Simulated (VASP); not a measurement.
Wanted: the native input for a VASP 6.6.1 run.

* Task: single point
* Functional: PBE
* Potentials or basis: VASP PAW PBE potentials, release 64 (Ga_d)
* Cutoff: 500 eV
* k mesh: 4 × 4 × 4
* Occupations: gaussian, width 0.1 eV
* Spin: no spin polarisation
* Dipole correction: no
* Further INCAR settings: ALGO = Normal; EDIFF = 1e-06; NBANDS = 34

The structure of Ga lies in POSCAR:

```
Ga
1.0
    4.4667534910      0.0000000000      0.0000000000
    0.0000000000      4.4667534910      0.0000000000
    0.0000000000      0.0000000000      4.4667534910
Ga
4
Direct
    0.0300000000      0.0300000000      0.0300000000
    0.4700000000      0.9700000000      0.5300000000
    0.5300000000      0.4700000000      0.9700000000
    0.9700000000      0.5300000000      0.4700000000
```

These files were run (other wordings do the same):

INCAR

```
SYSTEM = Ga
ALGO = Normal ; EDIFF = 1E-6
ENCUT = 500 ; GGA = PE
GGA_COMPAT = .False. ; ISIF = 2
ISMEAR = 0 ; LASPH = .True.
LCHARG = .True. ; LELF = .True.
LREAL = .False. ; LVHAR = .True.
LWAVE = .False. ; NBANDS = 34
NELM = 120 ; PREC = Accurate
SIGMA = 0.1
```

KPOINTS

```
k-points
0
Gamma
  4 4 4
  0 0 0
```

Potentials or basis: VASP PAW PBE potentials, release 64 (Ga_d).

Command:

```bash
$ cat potpaw_PBE.64/Ga_d/POTCAR > POTCAR
$ mpirun -np 1 vasp_std > vasp.out
```

It gave:

The pressure is -5.3 GPa. The largest force is 0.065 eV/Å and the band gap on the k mesh is zero (band 26 reaches 5.30 eV, above the bottom of band 27 at 1.06 eV).

Run time: 20 s on 1 thread of Intel(R) Xeon(R) Platinum 8559C (Emerald Rapids) (shared host), peak memory 0.19 GiB.
